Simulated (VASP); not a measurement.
Input of a VASP 6.6.1 run:

Contents of INCAR:

```
ALGO = Normal ; EDIFF = 1E-6
EDIFFG = -0.01 ; ENCUT = 600
GGA = PS ; IBRION = 2
ISIF = 3 ; ISMEAR = -1
LASPH = T ; LCHARG = F
LREAL = F ; LWAVE = F
NELM = 80 ; NSW = 60
PREC = Accurate ; PSTRESS = 300.0
SIGMA = 0.05
```

The input KPOINTS:

```
k-points
0
Gamma
  8 8 8
```

Contents of POSCAR:

```
Al2Au
1.0
    0.0000000000      3.0000000000      3.0000000000
    3.0000000000      0.0000000000      3.0000000000
    3.0000000000      3.0000000000      0.0000000000
Au Al
1 2
Direct
    0.0000000000      0.0000000000      0.0000000000
    0.7500000000      0.7500000000      0.7500000000
    0.2500000000      0.2500000000      0.2500000000
```

Potentials or basis: VASP PAW PBE potentials, release 64 (Au, Al).

Command:

```sh
$ cat potpaw_PBE.64/Au/POTCAR potpaw_PBE.64/Al/POTCAR > POTCAR
$ mpirun -np 1 vasp_std > vasp.out
```

Task: Estimate the relaxed cell.

Result: a = 4.003 Å, b = 4.003 Å, c = 4.003 Å, α = 60.00°, β = 60.00°, γ = 60.00°.

Task: Predict the space group after relaxing (to 0.1 Å).

Result: Fm-3m (No. 225).

Task: Estimate the relaxed volume.

Result: 15.12 Å³/atom.

Final structure:
```
Au Al
1.0
     0.00000    2.83066    2.83066
     2.83066    0.00000    2.83066
     2.83066    2.83066    0.00000
Au Al
1 2
Direct
  0.00000 0.00000 0.00000
  0.75000 0.75000 0.75000
  0.25000 0.25000 0.25000
```

Caveat: the cell is relaxed towards a set pressure, so the run minimises the enthalpy, not the energy; the volume moved by over 15 % at a fixed basis, so the end points are rough; the PAW data sets were made with another functional, which shifts forces and pressure a little.
